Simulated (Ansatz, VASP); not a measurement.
Two plane-wave programs on Be3Te2O

```xyz
6
Lattice="3.6992 0.0000 0.0000 0.0000 3.6992 0.0000 0.0000 0.0000 8.9892" Properties=species:S:1:pos:R:3 pbc="T T T"
Be    1.8496    1.8496    6.4026
Be    1.8496    0.0000    4.3013
Be    0.0000    1.8496    4.3013
Te    0.0000    0.0000    2.7306
Te    0.0000    0.0000    6.9566
O     1.8496    1.8496    4.8099
```

Alike in both runs: functional PBE; k mesh 3 × 3 × 2; occupations gaussian, width 0.15 eV; no spin polarisation.

Ansatz relaxed the structure, and its values are those at the end. VASP's run is a single point on that final structure, the one shown.

|  | VASP | Ansatz |
| --- | --- | --- |
| version | VASP 6.6.1 | Ansatz 0.2.0 |
| potentials or method | VASP PAW PBE potentials, release 64 (Be, Te, O), cutoff 600 eV | scalar-relativistic, plane waves, PAW |
| valence electrons in the cell | 24 | 44 |

|  | VASP | Ansatz | Ansatz less VASP |
| --- | --- | --- | --- |
| gap on the k mesh at the Fermi level (eV) | 1.19 | 1.20 | +0.005 |
| least direct gap on the mesh (eV) | 1.82 | 1.82 | +0.004 |
| pressure (GPa) | 0.1 | 0.0 | -0.12 |
| rms of the force components (eV/Å) | 0.025 | 0.008 | -0.0170 |

VASP's potentials hold 24 valence electrons a cell and Ansatz's 44, so a difference there can come from the potentials and not from the codes.

The k mesh is coarse, so the values compare programs but aren't converged. Neither program's run includes spin-orbit coupling.
